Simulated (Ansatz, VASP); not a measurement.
## InAs in VASP and in Ansatz

```
In As
1.0
     0.00000    2.74690    3.00866
     3.00866    0.00000    3.00866
     3.00866    2.74690    0.00000
In As
1 1
Cartesian
  0.0000 0.0000 0.0000
  4.5130 4.1204 4.5130
```

Alike in both runs: task single point; functional PBE; k mesh 14 × 14 × 14; occupations gaussian, width 0.15 eV; no spin polarisation.

|  | VASP | Ansatz |
| --- | --- | --- |
| version | VASP 6.6.1 | Ansatz 0.2.0 |
| potentials or method | VASP PAW PBE potentials, release 64 (In_d, As), cutoff 520 eV | scalar-relativistic, plane waves, PAW |
| valence electrons in the cell | 18 | 28 |

VASP gave:

| Quantity | Value |
| --- | --- |
| gap on the k mesh at the Fermi level (eV) | 0.05 |
| least direct gap on the mesh (eV) | 0.05 |
| pressure (GPa) | 12.6 |
| traceless stress, the component that is largest in VASP (GPa) | 1.13 |

Estimate Ansatz's values.

gap on the k mesh at the Fermi level (eV): 0.05; least direct gap on the mesh (eV): 0.05; pressure (GPa): 12.5; traceless stress, the component that is largest in VASP (GPa): 1.13.

VASP's potentials hold 18 valence electrons a cell and Ansatz's 28, so a difference there can come from the potentials and not from the codes.
